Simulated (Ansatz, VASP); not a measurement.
Na: VASP beside Ansatz

```
Na
1.0
     3.64500    0.00000    0.00000
    -1.82250    3.15667    0.00000
     0.00000    0.00000    6.10304
Na
2
Cartesian
  0.0000 2.1044 1.5258
  1.8225 1.0522 4.5773
```

Change from the starting cell: mode 4 frozen in at +0.000 Å, equal normal strain along x and y -0.0267.

Alike in both runs: task single point; functional PBE; k mesh 15 × 15 × 8; occupations gaussian, width 0.15 eV; no spin polarisation.

|  | VASP | Ansatz |
| --- | --- | --- |
| version | VASP 6.6.1 | Ansatz 0.2.0 |
| potentials or method | VASP PAW PBE potentials, release 64 (Na_pv), cutoff 520 eV | scalar-relativistic, plane waves, PAW |
| valence electrons in the cell | 14 | 18 |

|  | VASP | Ansatz | Ansatz less VASP |
| --- | --- | --- | --- |
| gap on the k mesh at the Fermi level (eV) | none | none | - |
| pressure (GPa) | 0.4 | 0.5 | +0.03 |
| traceless stress, the component that is largest in VASP (GPa) | -0.22 | -0.22 | -0.002 |

A gap of «none» marks a metal or a gap that the smearing closes. VASP's potentials hold 14 valence electrons a cell and Ansatz's 18, so a difference there can come from the potentials and not from the codes.
